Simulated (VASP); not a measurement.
# KTaO3: single point with r2SCAN

Crystal: KTaO3.

```
K Ta O
1.0
     4.06844    0.00000    0.00000
     0.00000    4.06844    0.00000
     0.00000    0.00000    4.06844
K Ta O
1 1 3
Direct
  0.50000 0.50000 0.50000
  0.00000 0.00000 0.00000
  0.50000 0.00000 0.00000
  0.00000 0.50000 0.00000
  0.00000 0.00000 0.50000
```

- Program: VASP 6.6.1
- Task: single point
- Functional: r2SCAN
- Potentials or basis: VASP PAW PBE potentials, release 64 (K_sv, Ta_pv, O)
- Cutoff: 520 eV
- k mesh: 6 × 6 × 6
- Occupations: gaussian, width 0.02 eV
- Spin: no spin polarisation
- Dipole correction: no
- Further INCAR settings: ALGO = Normal; EDIFF = 1e-07; NBANDS = 27

* Pressure: -10.0 GPa
* Band gap on the k mesh: 2.44 eV (least direct gap 3.11 eV)

Levels at points of the mesh, in eV from the valence-band top:
```csv
k point,band 17,band 18,band 19,band 20,band 21,band 22
"(0.00, 0.00, 0.00)",-0.67,-0.67,-0.67,2.44,2.44,2.44
"(0.50, 0.00, 0.00)",-1.40,-0.87,-0.87,2.57,5.02,5.02
"(0.50, 0.50, 0.00)",-1.39,-1.39,-0.03,5.05,5.05,6.26
"(0.50, 0.50, 0.50)",0.00,0.00,0.00,6.36,6.36,6.36
```

Run time: 100 s on 1 thread of Intel(R) Xeon(R) Platinum 8488C (Sapphire Rapids) (shared host), peak memory 0.19 GiB.

Caveat: the cell stands under tension; the PAW data sets were made with another functional, which shifts forces and pressure a little; spin-orbit coupling is left out, which moves the levels of the heavy elements. r2SCAN opens gaps a little over a GGA but as a rule still falls short of measured ones.
